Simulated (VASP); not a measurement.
# Al3Ru2 (P4mm) in VASP: single point with PBEsol

Aim: the single point of Al3Ru2 with PBEsol.

Everything below comes from runs of VASP 6.6.1. Logs are shortened: lines on timing, memory, paths and dates and some standing lists are left out, and cuts for length are marked.

## (1) The cell of the first run

It takes space group P4mm (No. 99, tetragonal). Conventional cell: a = 3.073 Å, b = 3.073 Å, c = 15.252 Å, α = 90.00°, β = 90.00°, γ = 90.00°. Within 3.5 Å of Al (site symmetry 4mm) lie 8 Ru at 2.64 Å and 6 Al at 2.76 to 3.07 Å. Al (site symmetry 4mm) has 8 Ru at 2.64 Å and 5 Al at 2.76 to 3.07 Å within 3.5 Å. Al (site symmetry 4mm) has 4 Ru at 2.51 Å and 9 Al at 2.70 to 3.07 Å within 3.3 Å. Within 3.3 Å of Al (site symmetry 4mm) lie 5 Ru at 2.51 to 2.86 Å and 9 Al at 2.70 to 3.07 Å. Al (site symmetry 4mm) has 5 Ru at 2.51 to 2.86 Å and 9 Al at 2.70 to 3.07 Å within 3.3 Å. Within 3.6 Å of Al (site symmetry 4mm) lie 8 Al at 2.70 to 3.07 Å and 5 Ru at 2.86 to 3.13 Å. Within 3.3 Å of Ru (site symmetry 4mm) lie 9 Al at 2.51 to 2.86 Å and 5 Ru at 3.01 to 3.07 Å. Within 3.5 Å of Ru (site symmetry 4mm) lie 8 Al at 2.64 to 3.13 Å and 5 Ru at 3.01 to 3.07 Å.

## (2) Single point, PBEsol

The input, INCAR:

```
SYSTEM = Al3Ru2
ALGO = Fast ; EDIFF = 1E-7
ENCUT = 520 ; GGA = PS
ISIF = 2 ; ISMEAR = 0
LASPH = .True. ; LCHARG = .False.
LREAL = .False. ; LWAVE = .False.
NBANDS = 48 ; NELM = 80
PREC = Accurate ; SIGMA = 0.15
```

The input, KPOINTS:

```
k-points
0
Gamma
  15 15 4
  0 0 0
```

The input, POSCAR:

```
Al3Ru2
1.0
   -3.0733627987      0.0000000000      0.0000000000
    0.0000000000     -3.0733627987      0.0000000000
    0.0000000000      0.0000000000     15.2516646833
Al Ru
6 4
Direct
    0.5000000000      0.5000000000      0.3273320154
    1.0000000000      1.0000000000      0.7945487087
    0.5000000000      0.5000000000      0.1462918835
    1.0000000000      1.0000000000      0.6135085768
    0.5000000000      0.5000000000      0.5083721473
    1.0000000000      1.0000000000      0.0411554539
    0.0000000000      0.0000000000      0.4260627642
    0.5000000000      0.5000000000      0.8932794575
    0.0000000000      0.0000000000      0.2286012666
    0.5000000000      0.5000000000      0.6958179599
```

Potentials or basis: VASP PAW PBE potentials, release 64 (Al, Ru_pv).

Command:

```bash
> cat potpaw_PBE.64/Al/POTCAR potpaw_PBE.64/Ru_pv/POTCAR > POTCAR
> mpirun -np 1 vasp_std > vasp.out
```

OUTCAR:

```text
SYSTEM = Al3Ru2
   EDIFF = 1E-7
   ENCUT = 520
   GGA = PS
   ISIF = 2
   ISMEAR = 0
   LASPH = .True.
   LREAL = .False.
   NELM = 80
   PREC = Accurate

 ion  position               nearest neighbor table
   1  0.500  0.500  0.327-   7 2.64   7 2.64   7 2.64   7 2.64   9 2.64   9 2.64   9 2.64   9 2.64
                             5 2.76   3 2.76
   2  0.000  0.000  0.795-   8 2.64  10 2.64   8 2.64  10 2.64   8 2.64  10 2.64   8 2.64  10 2.64
                             4 2.76
   3  0.500  0.500  0.146-   9 2.51   9 2.51   9 2.51   9 2.51   6 2.70   6 2.70   6 2.70   6 2.70
                             1 2.76
   4  0.000  0.000  0.614-  10 2.51  10 2.51  10 2.51  10 2.51   5 2.70   5 2.70   5 2.70   5 2.70
                             2 2.76   7 2.86
   5  0.500  0.500  0.508-   7 2.51   7 2.51   7 2.51   7 2.51   4 2.70   4 2.70   4 2.70   4 2.70
                             1 2.76  10 2.86
   6  0.000  0.000  0.041-   3 2.70   3 2.70   3 2.70   3 2.70   9 2.86   8 3.13   8 3.13   8 3.13
                             8 3.13
   7  0.000  0.000  0.426-   5 2.51   5 2.51   5 2.51   5 2.51   1 2.64   1 2.64   1 2.64   1 2.64
                             4 2.86   9 3.01
   8  0.500  0.500  0.893-   2 2.64   2 2.64   2 2.64   2 2.64  10 3.01   6 3.13   6 3.13   6 3.13
                             6 3.13
   9  0.000  0.000  0.229-   3 2.51   3 2.51   3 2.51   3 2.51   1 2.64   1 2.64   1 2.64   1 2.64
                             6 2.86   7 3.01
  10  0.500  0.500  0.696-   4 2.51   4 2.51   4 2.51   4 2.51   2 2.64   2 2.64   2 2.64   2 2.64
                             5 2.86   8 3.01

  LATTYP: Found a simple tetragonal cell.
 ALAT       =     3.0733627987
 C/A-ratio  =     4.9625331216

  Lattice vectors:

 A1 = (  -3.0733627987,   0.0000000000,   0.0000000000)
 A2 = (   0.0000000000,  -3.0733627987,   0.0000000000)
 A3 = (   0.0000000000,   0.0000000000,  15.2516646833)

Analysis of symmetry for initial positions (statically):
=====================================================================
 Subroutine PRICEL returns:
 Original cell was already a primitive cell.

 Routine SETGRP: Setting up the symmetry group for a
 simple tetragonal supercell.

 Subroutine GETGRP returns: Found  8 space group operations
 (whereof  8 operations were pure point group operations)
 out of a pool of 16 trial point group operations.

The static configuration has the point symmetry C_4v.

Analysis of symmetry for dynamics (positions and initial velocities):
=====================================================================
 Subroutine PRICEL returns:
 Original cell was already a primitive cell.

 Routine SETGRP: Setting up the symmetry group for a
 simple tetragonal supercell.

 Subroutine GETGRP returns: Found  8 space group operations
 (whereof  8 operations were pure point group operations)
 out of a pool of 16 trial point group operations.

The dynamic configuration has the point symmetry C_4v.

 Subroutine INISYM returns: Found  8 space group operations
 (whereof  8 operations are pure point group operations),
 and found     1 'primitive' translations

----------------------------------------------------------------------------------------

                                     Primitive cell

  volume of cell :     144.0605

  direct lattice vectors                    reciprocal lattice vectors
    -3.073362799  0.000000000  0.000000000    -0.325376490  0.000000000  0.000000000
     0.000000000 -3.073362799  0.000000000     0.000000000 -0.325376490  0.000000000
     0.000000000  0.000000000 15.251664683     0.000000000  0.000000000  0.065566613

  length of vectors
     3.073362799  3.073362799 15.251664683     0.325376490  0.325376490  0.065566613

  position of ions in fractional coordinates (direct lattice)
     0.500000000  0.500000000  0.327332015
     0.000000000  0.000000000  0.794548709
     0.500000000  0.500000000  0.146291883
     0.000000000  0.000000000  0.613508577
     0.500000000  0.500000000  0.508372147
     0.000000000  0.000000000  0.041155454
     0.000000000  0.000000000  0.426062764
     0.500000000  0.500000000  0.893279458
     0.000000000  0.000000000  0.228601267
     0.500000000  0.500000000  0.695817960

  ion indices of the primitive-cell ions
   primitive index   ion index
                 1           1
                 2           2
                 3           3
                 4           4
                 5           5
                 6           6
                 7           7
                 8           8
                 9           9
                10          10

----------------------------------------------------------------------------------------

 KPOINTS: k-points

Automatic generation of k-mesh.
 Grid dimensions read from file:
 generate k-points for:   15   15    4

 Generating k-lattice:

  Cartesian coordinates                     Fractional coordinates (reciprocal lattice)
    -0.021691766  0.000000000  0.000000000     0.066666667  0.000000000  0.000000000
     0.000000000 -0.021691766  0.000000000     0.000000000  0.066666667  0.000000000
     0.000000000  0.000000000  0.016391653     0.000000000  0.000000000  0.250000000

  Length of vectors
     0.021691766  0.021691766  0.016391653

  Shift w.r.t. Gamma in fractional coordinates (k-lattice)
     0.000000000  0.000000000  0.000000000

 Subroutine IBZKPT returns following result:
 ===========================================

 Found    108 irreducible k-points:

 Following reciprocal coordinates:
            Coordinates               Weight
  0.000000  0.000000  0.000000      1.000000
  0.066667  0.000000  0.000000      4.000000
  0.133333  0.000000  0.000000      4.000000
  0.200000  0.000000  0.000000      4.000000
  0.266667  0.000000  0.000000      4.000000
  0.333333  0.000000  0.000000      4.000000
[... 16 lines left out ...]
  0.266667  0.200000  0.000000      8.000000
  0.333333  0.200000  0.000000      8.000000
 [... further k-points ...]
   k-points           NKPTS =    108   k-points in BZ     NKDIM =    108   number of bands    NBANDS=     48
   number of dos      NEDOS =    301   number of ions     NIONS =     10
   total plane-waves  NPLWV =  69120
   dimension x,y,z NGX =    24 NGY =   24 NGZ =  120
   dimension x,y,z NGXF=    48 NGYF=   48 NGZF=  240
   ions per type =               6   4
   NGX,Y,Z   is equivalent  to a cutoff of  12.98, 12.98, 13.08 a.u.
   NGXF,Y,Z  is equivalent  to a cutoff of  25.96, 25.96, 26.16 a.u.
 SYSTEM =  Al3Ru2
   PREC   = accura    normal or accurate (medium, high low for compatibility)
   ISTART =      0    job   : 0-new  1-cont  2-samecut
   ICHARG =      2    charge: 1-file 2-atom 10-const
   ISPIN  =      1    spin polarized calculation?
   LNONCOLLINEAR =      F non collinear calculations
   LSORBIT =      F    spin-orbit coupling
   LASPH  =      T    aspherical Exc in radial PAW
   ENCUT  =  520.0 eV  38.22 Ry    6.18 a.u.   5.71  5.71 28.36*2*pi/ulx,y,z
   NELM   =     80;   NELMIN=  2; NELMDL= -5     # of ELM steps
   EDIFF  = 0.1E-06   stopping-criterion for ELM
   LREAL  =      F    real-space projection
   EDIFFG = 0.1E-05   stopping-criterion for IOM
   NSW    =      0    number of steps for IOM
   IBRION =     -1    ionic relax: 0-MD 1-quasi-New 2-CG
   NFREE  =      0    steps in history (QN), initial steepest desc. (CG)
   ISIF   =      2    stress and relaxation
   ISYM   =      2    0-nonsym 1-usesym 2-fastsym
   POTIM  = 0.5000    time-step for ionic-motion
   TEBEG  =    0.0;   TEEND  =   0.0 temperature during run
   PSTRESS=    0.0 pullay stress
   NELECT =      74.0000    total number of electrons
   NUPDOWN=      -1.0000    fix difference up-down
   EMIN   =  10.00;   EMAX   =-10.00  energy-range for DOS
   EFERMI =   0.00;   METHOD = LEGACY
   ISMEAR =     0;   SIGMA  =   0.15  broadening in eV -4-tet -1-fermi 0-gaus
   EFERMI_NEDOS =   21; number of points for ismear=-14 and -15
   IALGO  =     68    algorithm
   IMIX   =      4    mixing-type and parameters
     AMIX     =   0.40;   BMIX     =  1.00
     AMIX_MAG =   1.60;   BMIX_MAG =  1.00
  volume/ion in A,a.u.               =      14.41        97.22
  Fermi-wavevector in a.u.,A,eV,Ry     =   1.311104  2.477627 23.388325  1.718993
  Thomas-Fermi vector in A             =   2.441588
   LORBIT       =      0    0 simple, 1 ext, 2 COOP (PROOUT), +10 PAW based schemes
   GGA     = PS    functional components
   LHFCALC =     F    Hartree Fock is set to
   AEXX    =    0.0000 exact exchange contribution
   IVDW    =     0    specifies the selected vdW correction
   LEPSILON=     F    determine dielectric tensor
   LRPA    =     F    only Hartree local field effects (RPA)
 non-spin polarized calculation
 RMM-DIIS sequential band-by-band and
 Gauss-broadening in eV      SIGMA  =   0.15
  energy-cutoff  :      520.00
  volume of cell :      144.06
 maximum number of plane-waves:      3916
 NGX is ok and might be reduce to    24
   NGX = 11   NGY = 11   NGZ = 57

 number of electron      74.0000022 magnetization

 Free energy of the ion-electron system (eV)
  ---------------------------------------------------
  ext. energy  EPLUGINS =         0.00000000
  ---------------------------------------------------
  free energy    TOTEN  =       -69.81210056 eV

  energy without entropy =      -69.74958018  energy(sigma->0) =      -69.78084037

 E-fermi :   9.6098     XC(G=0): -11.9638

 val. band max:        9.6081458726   @ k =   0.4667   0.2000   0.5000
 cond. band min:       9.6102807460   @ k =   0.4667   0.0667   0.5000
 fundamental gap:      0.0021348734
 Fermi energy:         9.6097637473

 k-point     1 :       0.0000    0.0000    0.0000
  band No.  band energies     occupation
      1     -32.4754      2.00000
      2     -32.4142      2.00000
      3     -32.4142      2.00000
      4     -32.2550      2.00000
      5     -32.2106      2.00000
      6     -32.2033      2.00000
[... 40 lines left out ...]
     47      15.6868      0.00000
     48      15.8126      0.00000
[... 1171 lines left out ...]
     47      14.7841      0.00000
     48      15.1115      0.00000

 [... further k-points ...]
[... 5 lines left out ...]
  --------------------------------------------------------------------------------------
  -------------------------------------------------------------------------------------
  Total       -4.0289297     -4.0289297     -7.7987523      0.0000000      0.0000000      0.0000000
  in kB      -44.8079803    -44.8079803    -86.7342848      0.0000000      0.0000000      0.0000000
  external PRESSURE =     -58.7834151 kB  Pullay stress =       0.0000000 kB

 VOLUME and BASIS-vectors are now :
 -----------------------------------------------------------------------------
  energy-cutoff  :      520.00
  volume of cell :      144.06
      direct lattice vectors                 reciprocal lattice vectors
    -3.073362799  0.000000000  0.000000000    -0.325376490  0.000000000  0.000000000
     0.000000000 -3.073362799  0.000000000     0.000000000 -0.325376490  0.000000000
     0.000000000  0.000000000 15.251664683     0.000000000  0.000000000  0.065566613

 POSITION                                       TOTAL-FORCE (eV/Angst)
 -----------------------------------------------------------------------------------
     -1.53668     -1.53668      4.99236        -0.000000      0.000000      0.253370
      0.00000      0.00000     12.11819        -0.000000      0.000000      0.716331
     -1.53668     -1.53668      2.23119        -0.000000      0.000000      0.521339
      0.00000      0.00000      9.35703        -0.000000      0.000000     -0.125379
     -1.53668     -1.53668      7.75352        -0.000000      0.000000      0.151368
      0.00000      0.00000      0.62769        -0.000000      0.000000     -2.622769
      0.00000      0.00000      6.49817        -0.000000      0.000000     -0.289306
     -1.53668     -1.53668     13.62400         0.000000      0.000000      1.527950
      0.00000      0.00000      3.48655         0.000000      0.000000     -0.458536
     -1.53668     -1.53668     10.61238        -0.000000     -0.000000      0.325633
 -----------------------------------------------------------------------------------
    total drift:                               -0.000000      0.000000     -0.000228

  FREE ENERGIE OF THE ION-ELECTRON SYSTEM (eV)
  ---------------------------------------------------
  free  energy   TOTEN  =       -69.8121005628 eV

  energy  without entropy=      -69.7495801792  energy(sigma->0) =      -69.78084037
```

It took 6.6 min on 1 thread of Intel Xeon 6975P-C (Granite Rapids), shared host; peak memory 0.62 GiB.

What came out:

```
Free energy            : -69.8121 eV
Pressure               : -5.9 GPa
Largest force          : 2.623 eV/Å
Band gap on the k mesh : zero (band 37 reaches 10.48 eV, above the bottom of band 38 at 9.24 eV)
```

Forces on the atoms (eV/Å):
```
Al   0.000  0.000  0.253
Al   0.000  0.000  0.716
Al   0.000  0.000  0.521
Al   0.000  0.000 -0.125
Al   0.000  0.000  0.151
Al   0.000  0.000 -2.623
Ru   0.000  0.000 -0.289
Ru   0.000  0.000  1.528
Ru   0.000  0.000 -0.459
Ru   0.000  0.000  0.326
```

Levels at points of the mesh, in eV from the Fermi level:
```
           k point  band 35  band 36  band 37  band 38  band 39  band 40
(0.00, 0.00, 0.00)    -0.18    -0.13    -0.10     0.49     1.15     3.12
(0.00, 0.00, 0.50)    -0.19    -0.13    -0.10     0.49     1.15     2.60
```

Caveat: the PAW data sets were made with another functional, which shifts forces and pressure a little.
